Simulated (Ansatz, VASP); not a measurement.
MgSe: VASP beside Ansatz

```xyz
2
Lattice="0.0000 2.7363 2.7363 2.7363 0.0000 2.7363 2.7363 2.7363 0.0000" Properties=species:S:1:pos:R:3 pbc="T T T"
Mg    0.0000    0.0000    0.0000
Se    2.7363    2.7363    2.7363
```

Alike in both runs: task single point; functional r2SCAN; k mesh 8 × 8 × 8; no spin polarisation.

```csv
,VASP,Ansatz
version,VASP 6.6.1,Ansatz 0.2.0
potentials or method,"VASP PAW PBE potentials, release 64 (Mg, Se)","plane waves, PAW"
plane-wave cutoff (eV),660,500
occupations,"gaussian, width 0.01 eV",fixed
valence electrons in the cell,8,26
```

Ansatz gave:

* gap on the k mesh at the Fermi level (eV): 2.48
* pressure (GPa): 0.0

Task: Which values does VASP return?

Result: gap on the k mesh at the Fermi level (eV): 2.44; pressure (GPa): -0.3.

VASP's potentials were made for PBE, not for r2SCAN. VASP's potentials hold 8 valence electrons a cell and Ansatz's 26, so a difference there can come from the potentials and not from the codes.
